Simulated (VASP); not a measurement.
A run of VASP 6.6.1:

Contents of POSCAR:

```
In2Ge2O7
1.0
    3.3302912300     -4.3814319000     -0.0110206000
    3.3302912300      4.3814319000     -0.0110206000
   -1.0478435500      0.0000000000      4.7973266800
In Ge O
2 2 7
Direct
    0.3062004572      0.6937995428      0.5000000000
    0.6937995428      0.3062004572      0.5000000000
    0.2349106312      0.2349106312      0.9078042658
    0.7650893688      0.7650893688      0.0921957342
    0.0000000000      0.0000000000      0.0000000000
    0.4097781961      0.4097781961      0.2284365985
    0.5902218039      0.5902218039      0.7715634015
    0.4078859196      0.0746445171      0.7139804374
    0.9253554829      0.5921140804      0.2860195626
    0.5921140804      0.9253554829      0.2860195626
    0.0746445171      0.4078859196      0.7139804374
```

File INCAR.step1:

```
SYSTEM = In2Ge2O7
PREC = Accurate ; ENCUT = 520
ISMEAR = -1 ; SIGMA = 0.02
LREAL = .FALSE. ; LASPH = .TRUE.
NELM = 80 ; NBANDS = 59
GGA = PE ; ALGO = Normal
EDIFF = 1E-4 ; LWAVE = .TRUE.
LCHARG = .FALSE.
```

INCAR.step2

```
SYSTEM = In2Ge2O7
PREC = Accurate ; ENCUT = 520
EDIFF = 1E-7 ; ISMEAR = -1
SIGMA = 0.02 ; LREAL = .FALSE.
LASPH = .TRUE. ; NELM = 80
ALGO = Normal ; ISIF = 2
LWAVE = .FALSE. ; LCHARG = .TRUE.
METAGGA = R2SCAN ; LMIXTAU = .TRUE.
LELF = .TRUE. ; LVHAR = .TRUE.
NBANDS = 59 ; ISTART = 1
```

Contents of KPOINTS:

```
regular mesh
0
G
  4 4 6
  0 0 0
```

Potentials or basis: VASP PAW PBE potentials, release 64 (In_d, Ge_d, O).

Launch:

```bash
$ cat potpaw_PBE.64/In_d/POTCAR potpaw_PBE.64/Ge_d/POTCAR potpaw_PBE.64/O/POTCAR > POTCAR
$ cp INCAR.step1 INCAR
$ mpirun -np 1 vasp_std > vasp.out
$ cp INCAR.step2 INCAR
$ mpirun -np 1 vasp_std > vasp.out
```

Hardware: 1 thread of Intel(R) Xeon(R) Platinum 8488C (Sapphire Rapids), with other jobs on the host.

Problem. Estimate the wall time of this run.

Solution. Wall time 20 min on 1 thread of Intel(R) Xeon(R) Platinum 8488C (Sapphire Rapids), on a shared host, peak memory 0.42 GiB. Counts: k points 34.
